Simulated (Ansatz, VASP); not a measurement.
## Se: VASP beside Ansatz

```
CELL_PARAMETERS angstrom
4.30719 0.00000 0.00000
-2.15360 3.73014 0.00000
0.00000 0.00000 4.88665
ATOMIC_POSITIONS crystal
Se 0.22540 0.00000 0.33333
Se 0.00000 0.22540 0.66667
Se 0.77460 0.77460 0.00000
```

Change from the starting cell: volume scaled by 0.96.

Alike in both runs: task single point; functional PBEsol; k mesh 6 × 6 × 5; occupations fermi-dirac, width 0.03 eV; no spin polarisation.

|  | VASP | Ansatz |
| --- | --- | --- |
| version | VASP 6.6.1 | Ansatz 0.2.0 |
| potentials or method | VASP PAW PBE potentials, release 64 (Se), cutoff 520 eV | all-electron LAPW, scalar-relativistic |

```csv
,VASP,Ansatz,Ansatz less VASP
gap on the k mesh at the Fermi level (eV),1.20,1.21,+0.008
pressure (GPa),3.0,2.7,-0.24
"traceless stress, the component that is largest in VASP (GPa)",2.05,1.95,-0.098
rms of the force components (eV/Å),0.455,0.420,-0.0347
```

VASP's potentials were made for PBE, not for PBEsol. Atom by atom the forces differ by 0.035 eV/Å (rms over components). Ansatz ran all-electron here, and VASP with PAW potentials.
